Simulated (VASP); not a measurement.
Bi: single point with PBE

Bi:

```
Bi
1.0
    -1.68130    1.68130    1.68130
     1.68130   -1.68130    1.68130
     1.68130    1.68130   -1.68130
Bi
1
Direct
  0.00000 0.00000 0.00000
```

This cell differs from its parent crystal: volume scaled by 0.6.

- Program: VASP 6.6.1
- Task: single point
- Functional: PBE
- Potentials or basis: VASP PAW PBE potentials, release 64 (Bi_d)
- Cutoff: 520 eV
- k mesh: 13 × 13 × 13
- Occupations: fermi-dirac, width 0.08 eV
- Spin: no spin polarisation

```json
{
  "Pressure": "86.1 GPa"
}
```

Levels at points of the mesh, in eV from the Fermi level:
```csv
k point,band 4,band 5,band 6,band 7,band 8,band 9,band 10,band 11,band 12,band 13
"(0.00, 0.00, 0.00)",-23.57,-23.57,-18.40,9.69,9.69,9.69,9.84,9.84,9.84,15.33
```

Wall time 28 s on 1 thread of Intel Xeon 8259CL, on a shared host, peak memory 0.15 GiB.

Caveat: spin-orbit coupling is left out, which moves the levels of the heavy elements.
